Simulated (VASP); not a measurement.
The system is Os.

```
Os
1.0
     2.75279    0.00000    0.00000
    -1.37640    2.38399    0.00000
     0.00000    0.00000    4.35086
Os
2
Direct
  0.33333 0.66667 0.25000
  0.66667 0.33333 0.75000
```

- Program: VASP 6.6.1
- Task: relaxation of cell and atoms
- Functional: PBEsol
- Potentials or basis: VASP PAW PBE potentials, release 64 (Os)
- Cutoff: 600 eV
- k mesh: 18 × 18 × 10
- Occupations: gaussian, width 0.1 eV
- Spin: no spin polarisation

At the start: pressure -10.8 GPa; volume 14.28 Å³/atom.

Problem. How do energy, volume and symmetry change on relaxing?

Solution. Over 10 steps the energy falls by 12.6 meV/atom and the volume is 13.91 Å³/atom (-2.6 %); space group P6_3/mmc (No. 194, to 0.1 Å) before and after.

Step by step:
```csv
step,energy change (eV),largest force (eV/Å),pressure (GPa),volume (Å³)
1,0.0000,0.0000,-10.77,28.55
2,0.5578,0.0000,68.38,24.77
3,-0.0251,0.0000,-0.64,27.86
4,-0.0252,0.0000,-0.10,27.83
5,-0.0252,0.0000,0.13,27.82
6,-0.0251,0.0000,-0.52,27.85
7,-0.0252,0.0000,-0.08,27.83
8,-0.0252,0.0000,-0.09,27.83
9,-0.0252,0.0000,0.21,27.81
10,-0.0252,0.0000,-0.01,27.82
```

Final structure:
```xyz
2
Lattice="2.7287 0.0000 0.0000 -1.3644 2.3632 0.0000 0.0000 0.0000 4.3147" Properties=species:S:1:pos:R:3 pbc="T T T"
Os    0.0000    1.5754    1.0787
Os    1.3644    0.7877    3.2360
```

Caveat: the PAW data sets were made with another functional, which shifts forces and pressure a little.
